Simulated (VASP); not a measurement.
Set up this calculation in VASP 6.6.1, as the native input.

```
Task                   : single point
Functional             : RPBE
Potentials or basis    : VASP PAW PBE potentials, release 64 (Sn_d, Al)
Cutoff                 : 520 eV
k mesh                 : 7 × 7 × 8
Occupations            : gaussian, width 0.02 eV
Spin                   : no spin polarisation
Dipole correction      : no
Further INCAR settings : ALGO = Normal; EDIFF = 1e-07; NBANDS = 16
```

The structure of AlSn lies in POSCAR:

```
AlSn
1.0
    4.1981056200      0.0000000000      0.0000000000
   -2.0990528100      3.6356661147      0.0000000000
    0.0000000000      0.0000000000      3.3068470000
Sn Al
1 1
Direct
    0.0000000000      0.0000000000      0.5000000000
    0.6666666667      0.3333333333      0.0000000000
```

These files were run (other wordings do the same):

INCAR

```
PREC     = Accurate       # precision mode
ENCUT    = 520            # plane-wave cutoff, eV
EDIFF    = 1E-7           # SCF threshold, eV
ISMEAR   = 0              # smearing method
SIGMA    = 0.02           # smearing width, eV
LREAL    = F              # projectors in reciprocal space
LASPH    = T              # aspherical terms in the spheres
NELM     = 60             # most SCF steps
ALGO     = Normal         # electronic algorithm
ISIF     = 2              # what is computed and relaxed
LWAVE    = F              # write WAVECAR
LCHARG   = F              # write CHGCAR
GGA      = RP             # functional
NBANDS   = 16             # bands
```

KPOINTS

```
Automatic mesh
0
Gamma
  7 7 8
```

Potentials or basis: VASP PAW PBE potentials, release 64 (Sn_d, Al).

Launch:

```bash
$ cat potpaw_PBE.64/Sn_d/POTCAR potpaw_PBE.64/Al/POTCAR > POTCAR
$ mpirun -np 1 vasp_std > vasp.out
```

It gave:

* Pressure: 1.5 GPa

Caveat: the PAW data sets were made with another functional, which shifts forces and pressure a little.

Wall time 23 s on 1 thread of Intel Xeon 6975P-C (shared host), peak memory 0.19 GiB.
